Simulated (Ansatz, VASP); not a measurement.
# CdS in VASP and in Ansatz

Contents of INCAR:

```
PREC = Accurate
ENCUT = 520
EDIFF = 1E-6
ISMEAR = 0
SIGMA = 0.01
LREAL = F
LASPH = T
NELM = 150
ALGO = Normal
ISIF = 2
LWAVE = F
LCHARG = F
MAGMOM = 0 0 0 0 0 0 0 0 0 0 0 0
LORBIT = 11
LSORBIT = T
GGA_COMPAT = F
LORBMOM = T
GGA = PS
NBANDS = 50
```

File KPOINTS:

```
regular mesh
0
Gamma
  6 6 4
```

File POSCAR:

```
CdS
1.0
    4.0451725094      0.0000000000      0.0000000000
   -2.0225862547      3.5032221558      0.0000000000
    0.0000000000      0.0000000000      6.5854482898
Cd S
2 2
Direct
    0.3333333333      0.6666666667     -0.0006079221
    0.6666666667      0.3333333333      0.4993920779
    0.3333333333      0.6666666667      0.3756079221
    0.6666666667      0.3333333333      0.8756079221
```

Input for Ansatz:

```yaml
crystal:
  lattice:
    - [4.04517250938, 0.0, 0.0]
    - [-2.02258625469, 3.50322215582, 0.0]
    - [0.0, 0.0, 6.5854482898]
  atoms:
    - { symbol: Cd, position: [0.333333333333, 0.666666666667, -0.000607922142] }
    - { symbol: Cd, position: [0.666666666667, 0.333333333333, 0.499392077858] }
    - { symbol: S, position: [0.333333333333, 0.666666666667, 0.375607922142] }
    - { symbol: S, position: [0.666666666667, 0.333333333333, 0.875607922142] }
kpoints:
  mp_grid: { grid: [6, 6, 4] }
scf:
  occupations: { method: fixed }
  convergence: { dr2_threshold: 1.0e-10 }
hamiltonian:
  xc: pbesol
  pseudopotentials: { kind: all_electron, lapw: { basis_error: 0.0005 } }
magnetization:
  noncollinear: true
  spin_orbit: true
output:
  forces: true
  stress: true
  eigenstates:
    kpoints:
      - [0.0, 0.0, 0.0]
      - [0.0, 0.0, -0.5]
      - [-0.5, 0.0, 0.0]
      - [-0.5, 0.5, 0.0]
      - [0.0, -0.5, 0.0]
      - [-0.5, 0.0, -0.5]
      - [-0.5, 0.5, -0.5]
      - [0.0, -0.5, -0.5]
  eigenvalues: true
```

Alike in both runs: task single point; functional PBEsol; k mesh 6 × 6 × 4; non-collinear spin, spin-orbit coupling.

|  | VASP | Ansatz |
| --- | --- | --- |
| version | VASP 6.6.1 | Ansatz 0.2.0 |
| potentials or method | VASP PAW PBE potentials, release 64 (Cd, S), cutoff 520 eV | all-electron LAPW |
| occupations | gaussian, width 0.01 eV | fixed |

Ansatz gave:

- pressure (GPa): 4.0
- net moment per atom (μB): 0.00

Task: Which values does VASP return?

Result: Pressure (GPa): 4.5; net moment per atom (μB): 0.00.

VASP's potentials were made for PBE, not for PBEsol. Ansatz ran all-electron here, and VASP with PAW potentials.
